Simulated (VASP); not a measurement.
# ZnCd2Se3 (I-4m2) in VASP: a series of runs

The runs below take ZnCd2Se3 through single point, relaxation of cell and atoms, with PBE.

Program: VASP 6.6.1. These are calculated values, not measurements. Logs are shortened: lines on timing, memory, paths and dates and some standing lists are left out, and cuts for length are marked.

### 1 The cell of the first run

It takes space group I-4m2 (No. 119, tetragonal). Conventional cell: a = 4.111 Å, b = 4.111 Å, c = 17.443 Å, α = 90.00°, β = 90.00°, γ = 90.00°. Zn (site symmetry -4m2) has 4 Se at 2.52 Å within 3.3 Å. Cd (site symmetry 2mm) has 4 Se at 2.52 Å within 3.3 Å. Se (site symmetry 2mm) has 2 Zn at 2.52 Å and 2 Cd at 2.52 Å within 3.3 Å. Se (site symmetry -4m2) has 4 Cd at 2.52 Å within 3.3 Å.

### 2 Single point, PBE

Contents of INCAR:

```
PREC = Accurate
ENCUT = 520
EDIFF = 1E-6
ISMEAR = 0
SIGMA = 0.1
LREAL = F
LASPH = T
NELM = 60
ALGO = Normal
ISIF = 2
LWAVE = F
LCHARG = F
GGA = PE
NBANDS = 36
```

Contents of KPOINTS:

```
Automatic mesh
0
Gamma
  6 6 6
```

Contents of POSCAR:

```
ZnCd2Se3
1.0
   -2.0556942200      2.0556942200      8.7215719600
    2.0556942200     -2.0556942200      8.7215719600
    2.0556942200      2.0556942200     -8.7215719600
Zn Cd Se
1 2 3
Direct
    0.5000000000      0.5000000000      0.0000000000
    0.8333333300      0.8333333300      0.0000000000
    0.1666666700      0.1666666700      0.0000000000
    0.4166666700      0.9166666700      0.5000000000
    0.0833333300      0.5833333300      0.5000000000
    0.7500000000      0.2500000000      0.5000000000
```

Potentials or basis: VASP PAW PBE potentials, release 64 (Zn, Cd, Se).

Command:

```console
$ cat potpaw_PBE.64/Zn/POTCAR potpaw_PBE.64/Cd/POTCAR potpaw_PBE.64/Se/POTCAR > POTCAR
$ mpirun -np 1 vasp_std > vasp.out
```

OUTCAR:

```text
PREC = Accurate
   ENCUT = 520
   EDIFF = 1E-6
   ISMEAR = 0
   LREAL = F
   LASPH = T
   NELM = 60
   ISIF = 2
   GGA = PE

 ion  position               nearest neighbor table
   1  0.500  0.500  0.000-   5 2.52   4 2.52   5 2.52   4 2.52
   2  0.833  0.833  0.000-   6 2.52   6 2.52   4 2.52   4 2.52
   3  0.167  0.167  0.000-   6 2.52   6 2.52   5 2.52   5 2.52
   4  0.417  0.917  0.500-   1 2.52   1 2.52   2 2.52   2 2.52
   5  0.083  0.583  0.500-   1 2.52   1 2.52   3 2.52   3 2.52
   6  0.750  0.250  0.500-   2 2.52   3 2.52   2 2.52   3 2.52

  LATTYP: Found a body centered tetragonal cell.
 ALAT       =     4.1113884400
 C/A-ratio  =     4.2426406978

  Lattice vectors:

 A1 = (  -2.0556942200,   2.0556942200,   8.7215719600)
 A2 = (   2.0556942200,  -2.0556942200,   8.7215719600)
 A3 = (   2.0556942200,   2.0556942200,  -8.7215719600)

Analysis of symmetry for initial positions (statically):
=====================================================================
 Subroutine PRICEL returns:
 Original cell was already a primitive cell.

 Routine SETGRP: Setting up the symmetry group for a
 body centered tetragonal supercell.

 Subroutine GETGRP returns: Found  8 space group operations
 (whereof  8 operations were pure point group operations)
 out of a pool of 16 trial point group operations.

The static configuration has the point symmetry D_2d.

Analysis of symmetry for dynamics (positions and initial velocities):
=====================================================================
 Subroutine PRICEL returns:
 Original cell was already a primitive cell.

 Routine SETGRP: Setting up the symmetry group for a
 body centered tetragonal supercell.

 Subroutine GETGRP returns: Found  8 space group operations
 (whereof  8 operations were pure point group operations)
 out of a pool of 16 trial point group operations.

The dynamic configuration has the point symmetry D_2d.

 Subroutine INISYM returns: Found  8 space group operations
 (whereof  8 operations are pure point group operations),
 and found     1 'primitive' translations

----------------------------------------------------------------------------------------

                                     Primitive cell

  volume of cell :     147.4252

  direct lattice vectors                    reciprocal lattice vectors
    -2.055694220  2.055694220  8.721571960     0.000000000  0.243226836  0.057329115
[... 98 lines left out ...]
   IBRION =     -1    ionic relax: 0-MD 1-quasi-New 2-CG
   NFREE  =      0    steps in history (QN), initial steepest desc. (CG)
   ISIF   =      2    stress and relaxation
   ISYM   =      2    0-nonsym 1-usesym 2-fastsym
   POTIM  = 0.5000    time-step for ionic-motion
   TEBEG  =    0.0;   TEEND  =   0.0 temperature during run
   PSTRESS=    0.0 pullay stress
   NELECT =      54.0000    total number of electrons
   NUPDOWN=      -1.0000    fix difference up-down
   EMIN   =  10.00;   EMAX   =-10.00  energy-range for DOS
   EFERMI =   0.00;   METHOD = LEGACY
   ISMEAR =     0;   SIGMA  =   0.10  broadening in eV -4-tet -1-fermi 0-gaus
   EFERMI_NEDOS =   21; number of points for ismear=-14 and -15
   IALGO  =     38    algorithm
   IMIX   =      4    mixing-type and parameters
     AMIX     =   0.40;   BMIX     =  1.00
     AMIX_MAG =   1.60;   BMIX_MAG =  1.00
  volume/ion in A,a.u.               =      24.57       165.81
  Fermi-wavevector in a.u.,A,eV,Ry     =   1.171338  2.213507 18.667632  1.372032
  Thomas-Fermi vector in A             =   2.307783
   LORBIT       =      0    0 simple, 1 ext, 2 COOP (PROOUT), +10 PAW based schemes
   GGA     = PE    functional components
   LHFCALC =     F    Hartree Fock is set to
   AEXX    =    0.0000 exact exchange contribution
   IVDW    =     0    specifies the selected vdW correction
   LEPSILON=     F    determine dielectric tensor
   LRPA    =     F    only Hartree local field effects (RPA)
 non-spin polarized calculation
 Gauss-broadening in eV      SIGMA  =   0.10
  energy-cutoff  :      520.00
  volume of cell :      147.43
 maximum number of plane-waves:      4025
 NGX is ok and might be reduce to    70
   NGX = 35   NGY = 35   NGZ = 35

 number of electron      54.0000006 magnetization

 Free energy of the ion-electron system (eV)
  ---------------------------------------------------
  ext. energy  EPLUGINS =         0.00000000
  ---------------------------------------------------
  free energy    TOTEN  =       -16.25663092 eV

  energy without entropy =      -16.25663092  energy(sigma->0) =      -16.25663092

 E-fermi :   2.2009     XC(G=0):  -9.3375

 val. band max:        1.7564576848   @ k =   0.0000   0.0000   0.0000
 cond. band min:       2.6642377534   @ k =   0.0000   0.0000   0.0000
 fundamental gap:      0.9077800685
 Fermi energy:         2.2008788001

 k-point     1 :       0.0000    0.0000    0.0000
  band No.  band energies     occupation
      1     -11.5116      2.00000
      2     -11.0358      2.00000
      3     -10.8596      2.00000
      4      -6.5645      2.00000
      5      -6.5645      2.00000
      6      -6.5223      2.00000
[... 925 lines left out ...]
     35       7.9846      0.00000
     36       8.5835      0.00000

 [... further k-points ...]

------------------------ aborting loop because EDIFF is reached ----------------------------------------

  FORCE on cell =-STRESS in cart. coord.  units (eV):
  Direction    XX          YY          ZZ          XY          YZ          ZX
  --------------------------------------------------------------------------------------
  -------------------------------------------------------------------------------------
  Total        7.9139157      7.9139157      7.8458990      0.0000000      0.0000000      0.0000000
  in kB       86.0062902     86.0062902     85.2671022      0.0000000      0.0000000      0.0000000
  external PRESSURE =      85.7598942 kB  Pullay stress =       0.0000000 kB

 VOLUME and BASIS-vectors are now :
 -----------------------------------------------------------------------------
  energy-cutoff  :      520.00
  volume of cell :      147.43
      direct lattice vectors                 reciprocal lattice vectors
    -2.055694220  2.055694220  8.721571960     0.000000000  0.243226836  0.057329115
     2.055694220 -2.055694220  8.721571960     0.243226836  0.000000000  0.057329115
     2.055694220  2.055694220 -8.721571960     0.243226836  0.243226836  0.000000000

 POSITION                                       TOTAL-FORCE (eV/Angst)
 -----------------------------------------------------------------------------------
      0.00000      0.00000      8.72157         0.000000     -0.000000      0.000000
      0.00000      0.00000     14.53595         0.000000     -0.000000      0.070401
      0.00000      0.00000      2.90719         0.000000     -0.000000     -0.070401
      2.05569     -0.00000      7.26798        -0.000000      0.000000      1.545587
      2.05569      0.00000      1.45360        -0.000000      0.000000     -1.545587
     -0.00000      2.05569      4.36079         0.000000     -0.000000      0.000000
 -----------------------------------------------------------------------------------
    total drift:                               -0.000001      0.000001      0.000000

  FREE ENERGIE OF THE ION-ELECTRON SYSTEM (eV)
  ---------------------------------------------------
  free  energy   TOTEN  =       -16.2566309157 eV

  energy  without entropy=      -16.2566309157  energy(sigma->0) =      -16.25663092
```

stdout:

```text
POSCAR found type information on POSCAR ZnCdSe
 POSCAR found :  3 types and       6 ions
 scaLAPACK will be used
 LDA part: xc-table for (Slater+PW92), standard interpolation
 POSCAR, INCAR and KPOINTS ok, starting setup
 FFT: planning ... GRIDC
 FFT: planning ... GRID_SOFT
 FFT: planning ... GRID
 WAVECAR not read
 entering main loop
```

It took 8.9 min on 1 thread of Intel Xeon 8259CL, shared host; peak memory 0.72 GiB.

What came out:

- Free energy: -16.2566 eV
- Pressure: 8.6 GPa
- Largest force: 1.546 eV/Å
- Band gap on the k mesh: 0.91 eV

Forces in eV/Å, atoms in the order of the input:
```
Zn   0.000  0.000  0.000
Cd   0.000  0.000  0.070
Cd   0.000  0.000 -0.070
Se   0.000  0.000  1.546
Se   0.000  0.000 -1.546
Se   0.000  0.000  0.000
```

Levels at points of the mesh, in eV from the valence-band top:
```tsv
k point	band 25	band 26	band 27	band 28	band 29	band 30
(0.00, 0.00, 0.00)	-0.01	0.00	0.00	0.91	3.33	3.45
(0.50, 0.00, 0.00)	-0.90	-0.89	-0.84	2.42	3.54	3.82
(0.50, 0.50, 0.00)	-2.55	-2.23	-2.23	2.94	3.58	4.28
(0.50, 0.50, 0.50)	-0.80	-0.58	-0.58	2.75	2.88	2.97
```

Caveat: the cell stands under pressure; forces of over 1 eV/Å act on the atoms, so gaps and moduli don't describe the material at rest.

### 3 Single point, PBE

This run uses another cell than the first one, of 27.56 Å³/atom.

Contents of INCAR:

```
SYSTEM = ZnCd2Se3
PREC = Accurate ; ENCUT = 520
EDIFF = 1E-6 ; ISMEAR = 0
SIGMA = 0.1 ; LREAL = .False.
LASPH = .True. ; NELM = 100
ALGO = Normal ; ISIF = 2
LWAVE = .False. ; LCHARG = .False.
GGA = PE ; NBANDS = 36
```

Contents of KPOINTS:

```
Automatic mesh
0
Gamma
  6 6 6
  0 0 0
```

Contents of POSCAR:

```
ZnCd2Se3
1.0
   -2.1329821827      2.1329821827      9.0878005891
    2.1329821827     -2.1329821827      9.0878005891
    2.1329821827      2.1329821827     -9.0878005891
Zn Cd Se
1 2 3
Direct
    0.5000000000      0.5000000000      0.0000000000
    0.8381331181      0.8381331181      0.0000000000
    0.1618668819      0.1618668819      0.0000000000
    0.4267586698      0.9267586698      0.5000000000
    0.0732413302      0.5732413302      0.5000000000
    0.7500000000      0.2500000000      0.5000000000
```

Potentials or basis: VASP PAW PBE potentials, release 64 (Zn, Cd, Se).

Command:

```console
$ cat potpaw_PBE.64/Zn/POTCAR potpaw_PBE.64/Cd/POTCAR potpaw_PBE.64/Se/POTCAR > POTCAR
$ mpirun -np 1 vasp_std > vasp.out
```

OUTCAR:

```text
SYSTEM = ZnCd2Se3
   PREC = Accurate
   ENCUT = 520
   EDIFF = 1E-6
   ISMEAR = 0
   LREAL = .False.
   LASPH = .True.
   NELM = 100
   ISIF = 2
   GGA = PE

 ion  position               nearest neighbor table
   1  0.500  0.500  0.000-   5 2.51   4 2.51   5 2.51   4 2.51
   2  0.838  0.838  0.000-   6 2.67   6 2.67   4 2.67   4 2.67
   3  0.162  0.162  0.000-   6 2.67   6 2.67   5 2.67   5 2.67
   4  0.427  0.927  0.500-   1 2.51   1 2.51   2 2.67   2 2.67
   5  0.073  0.573  0.500-   1 2.51   1 2.51   3 2.67   3 2.67
   6  0.750  0.250  0.500-   3 2.67   3 2.67   2 2.67   2 2.67

  LATTYP: Found a body centered tetragonal cell.
 ALAT       =     4.2659643654
 C/A-ratio  =     4.2606078301

  Lattice vectors:

 A1 = (  -2.1329821827,   2.1329821827,   9.0878005891)
 A2 = (   2.1329821827,  -2.1329821827,   9.0878005891)
 A3 = (   2.1329821827,   2.1329821827,  -9.0878005891)

Analysis of symmetry for initial positions (statically):
=====================================================================
 Subroutine PRICEL returns:
 Original cell was already a primitive cell.

 Routine SETGRP: Setting up the symmetry group for a
 body centered tetragonal supercell.

 Subroutine GETGRP returns: Found  8 space group operations
 (whereof  8 operations were pure point group operations)
 out of a pool of 16 trial point group operations.

The static configuration has the point symmetry D_2d.

Analysis of symmetry for dynamics (positions and initial velocities):
=====================================================================
 Subroutine PRICEL returns:
 Original cell was already a primitive cell.

 Routine SETGRP: Setting up the symmetry group for a
 body centered tetragonal supercell.

 Subroutine GETGRP returns: Found  8 space group operations
 (whereof  8 operations were pure point group operations)
 out of a pool of 16 trial point group operations.

The dynamic configuration has the point symmetry D_2d.

[... 128 lines left out ...]
  Fermi-wavevector in a.u.,A,eV,Ry     =   1.127306  2.130299 17.290528  1.270818
  Thomas-Fermi vector in A             =   2.263991
   LORBIT       =      0    0 simple, 1 ext, 2 COOP (PROOUT), +10 PAW based schemes
   GGA     = PE    functional components
   LHFCALC =     F    Hartree Fock is set to
   AEXX    =    0.0000 exact exchange contribution
   IVDW    =     0    specifies the selected vdW correction
   LEPSILON=     F    determine dielectric tensor
   LRPA    =     F    only Hartree local field effects (RPA)
 non-spin polarized calculation
 Gauss-broadening in eV      SIGMA  =   0.10
  energy-cutoff  :      520.00
  volume of cell :      165.38
 maximum number of plane-waves:      4484
   NGX = 35   NGY = 35   NGZ = 35

 number of electron      54.0000006 magnetization

 Free energy of the ion-electron system (eV)
  ---------------------------------------------------
  ext. energy  EPLUGINS =         0.00000000
  ---------------------------------------------------
  free energy    TOTEN  =       -16.95267699 eV

  energy without entropy =      -16.95267694  energy(sigma->0) =      -16.95267696

 E-fermi :   1.1144     XC(G=0):  -8.8142

 val. band max:        0.8006395901   @ k =   0.0000   0.0000   0.0000
 cond. band min:       1.4171530917   @ k =   0.0000   0.0000   0.0000
 fundamental gap:      0.6165135016
 Fermi energy:         1.1144090018

 k-point     1 :       0.0000    0.0000    0.0000
  band No.  band energies     occupation
      1     -11.7862      2.00000
      2     -11.3390      2.00000
      3     -11.2273      2.00000
      4      -6.9744      2.00000
      5      -6.9744      2.00000
      6      -6.9512      2.00000
[... 925 lines left out ...]
     35       7.0221      0.00000
     36       7.6008      0.00000

 [... further k-points ...]

------------------------ aborting loop because EDIFF is reached ----------------------------------------

  FORCE on cell =-STRESS in cart. coord.  units (eV):
  Direction    XX          YY          ZZ          XY          YZ          ZX
  --------------------------------------------------------------------------------------
  -------------------------------------------------------------------------------------
  Total        0.1832795      0.1832795      0.3407623      0.0000000      0.0000000      0.0000000
  in kB        1.7755428      1.7755428      3.3011774      0.0000000      0.0000000      0.0000000
  external PRESSURE =       2.2840876 kB  Pullay stress =       0.0000000 kB

 VOLUME and BASIS-vectors are now :
 -----------------------------------------------------------------------------
  energy-cutoff  :      520.00
  volume of cell :      165.38
      direct lattice vectors                 reciprocal lattice vectors
    -2.132982183  2.132982183  9.087800589     0.000000000  0.234413585  0.055018813
     2.132982183 -2.132982183  9.087800589     0.234413585  0.000000000  0.055018813
     2.132982183  2.132982183 -9.087800589     0.234413585  0.234413585  0.000000000

 POSITION                                       TOTAL-FORCE (eV/Angst)
 -----------------------------------------------------------------------------------
      0.00000      0.00000      9.08780         0.000000     -0.000000      0.000000
      0.00000      0.00000     15.23357         0.000000     -0.000000      0.004483
      0.00000      0.00000      2.94203         0.000000     -0.000000     -0.004483
      2.13298      0.00000      7.75660        -0.000000      0.000000     -0.008590
      2.13298      0.00000      1.33121        -0.000000      0.000000      0.008590
      0.00000      2.13298      4.54390         0.000000     -0.000000      0.000000
 -----------------------------------------------------------------------------------
    total drift:                               -0.000002      0.000002     -0.000000

  FREE ENERGIE OF THE ION-ELECTRON SYSTEM (eV)
  ---------------------------------------------------
  free  energy   TOTEN  =       -16.9526769924 eV

  energy  without entropy=      -16.9526769367  energy(sigma->0) =      -16.95267696
```

Wall time 9.4 min (1 thread of Intel Xeon 8259CL, shared host); peak memory 0.77 GiB.

Results:

* Free energy: -16.9527 eV
* Pressure: 0.2 GPa
* Largest force: 0.009 eV/Å
* Band gap on the k mesh: 0.62 eV

Forces in eV/Å, atoms in the order of the input:
```
Zn   0.000  0.000  0.000
Cd   0.000  0.000  0.004
Cd   0.000  0.000 -0.004
Se   0.000  0.000 -0.009
Se   0.000  0.000  0.009
Se   0.000  0.000  0.000
```

Stress tensor (GPa, compression positive):
```
0.18 0.00 0.00
0.00 0.18 0.00
0.00 0.00 0.33
```

Caveat: semilocal functionals underestimate gaps, and a narrow one can read as zero.

[end of part 1 of 2]
